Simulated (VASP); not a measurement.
# Ru: single point with r2SCAN

Crystal: Ru.

```
Ru
1.0
    -1.51192    1.51192    1.51192
     1.51192   -1.51192    1.51192
     1.51192    1.51192   -1.51192
Ru
1
Cartesian
  0.0000 0.0000 0.0000
```

This isn't the form of Ru at room conditions, which is hcp.

| Property | Result |
| --- | --- |
| Program | VASP 6.6.1 |
| Task | single point |
| Functional | r2SCAN |
| Potentials or basis | VASP PAW PBE potentials, release 64 (Ru_pv) |
| Cutoff | 520 eV |
| k mesh | 24 × 24 × 24 |
| Occupations | fermi-dirac, width 0.05 eV |
| Spin | collinear spin, ferromagnetic start |
| Starting moments | [1.333] μB |

```yaml
Pressure: 3.8 GPa
Band_gap_on_the_k_mesh: zero (filled and empty bands overlap)
Net_moment: 0.00 μB per cell
Valence_electrons_inside_the_program's_atomic_spheres: Ru 12.64
```

Levels at points of the mesh, in eV from the Fermi level:
Spin up:
```
           k point  band 5  band 6  band 7  band 8  band 9  band 10
(0.00, 0.00, 0.00)   -3.01   -3.01   -3.01   -0.08   -0.08     8.43
(0.50, 0.00, 0.00)   -4.87   -0.11    0.42    1.21    2.50     8.43
(0.50, 0.50, 0.50)   -6.65    1.86    1.86    1.86    8.43     9.85
```
Spin down:
```
           k point  band 4  band 5  band 6  band 7  band 8  band 9  band 10  band 11
(0.00, 0.00, 0.00)   -8.43   -3.01   -3.01   -3.01   -0.08   -0.08     8.43    17.96
(0.50, 0.00, 0.00)   -6.56   -4.87   -0.11    0.41    1.21    2.50     8.43    10.84
(0.50, 0.50, 0.50)   -6.65   -6.65    1.86    1.86    1.86    8.43     9.85     9.85
```

It took 16 min on 1 thread of Oxide Virtual Turin-like Processor, on a shared host, peak memory 0.21 GiB.

Caveat: the cell stands under pressure; an empty level that is flat over the whole mesh can mark a ghost state of the potentials, or a narrow d or f band; the PAW data sets were made with another functional, which shifts forces and pressure a little.
